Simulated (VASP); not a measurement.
# Ca: single point with PBE

Ca:

```
Ca
1.0
     3.78130    0.00000    0.00000
    -1.89065    3.27470    0.00000
     0.00000    0.00000    6.22839
Ca
2
Direct
  0.33333 0.66667 0.25000
  0.66667 0.33333 0.75000
```

This cell differs from its parent crystal: volume scaled by 0.91, then relaxed in part.

```json
{
  "Program": "VASP 6.6.1",
  "Task": "single point",
  "Functional": "PBE",
  "Potentials or basis": "VASP PAW PBE potentials, release 64 (Ca_sv)",
  "Cutoff": "520 eV",
  "k mesh": "12 × 12 × 8",
  "Occupations": "gaussian, width 0.1 eV",
  "Spin": "no spin polarisation"
}
```

```json
{
 "Pressure": "1.9 GPa",
 "Band gap on the k mesh": "zero (band 10 reaches 2.60 eV, above the bottom of band 11 at 2.17 eV)"
}
```

Stress tensor (GPa, compression positive):
```
1.90 0.00 0.00
0.00 1.90 0.00
0.00 0.00 1.99
```

Levels at points of the mesh, in eV from the Fermi level:
```tsv
k point	band 7	band 8	band 9	band 10	band 11	band 12	band 13	band 14
(0.00, 0.00, 0.00)	-22.77	-22.76	-4.25	-1.13	-0.19	2.34	2.38	2.38
(0.50, 0.00, 0.00)	-22.80	-22.80	-1.15	-0.70	0.11	0.31	1.43	2.01
(0.00, 0.00, 0.50)	-22.78	-22.78	-3.17	-3.17	1.39	1.39	2.37	2.37
(0.50, 0.00, 0.50)	-22.81	-22.81	-0.77	-0.77	0.16	0.16	1.47	1.47
```

It took 46 s on 1 thread of Intel(R) Xeon(R) 6975P-C (Granite Rapids), with other jobs on the host, peak memory 0.24 GiB.
